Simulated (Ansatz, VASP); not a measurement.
# EuO: VASP beside Ansatz

```
CELL_PARAMETERS angstrom
0.00000 2.58830 -2.58830
0.00000 2.58830 2.58830
5.17659 0.00000 0.00000
ATOMIC_POSITIONS crystal
Eu 0.00000 0.00000 0.00000
Eu 0.50000 0.50000 0.50000
O 0.00000 0.00000 0.50000
O 0.50000 0.50000 0.00000
```

Alike in both runs: task single point; functional PBE; k mesh 4 × 4 × 3; occupations gaussian, width 0.05 eV; collinear spin; Hubbard terms Eu f U = 6.0 eV.

```csv
,VASP,Ansatz
version,VASP 6.6.1,Ansatz 0.2.0
potentials or method,"VASP PAW PBE potentials, release 64 (Eu, O), cutoff 600 eV","scalar-relativistic, plane waves, PAW"
valence electrons in the cell,46,46
```

Ansatz gave:

* gap on the k mesh at the Fermi level (eV): 0.38
* least direct gap on the mesh (eV): 0.38
* pressure (GPa): 0.2
* net moment per atom (μB): 3.50
* size of the moment on the site where the two differ most (μB): 6.76

Q: Which values does VASP return?

A: gap on the k mesh at the Fermi level (eV): 0.05; least direct gap on the mesh (eV): 0.05; pressure (GPa): -0.3; net moment per atom (μB): 3.50; size of the moment on the site where the two differ most (μB): 6.73.

Site moments also hang on the region over which each program counts them. The programs project onto different local orbitals, so the same U acts differently, and such runs can settle in different states. Ansatz's warnings: stability check not made.

The k mesh is coarse, so the values compare programs but aren't converged. Neither program's run includes spin-orbit coupling.
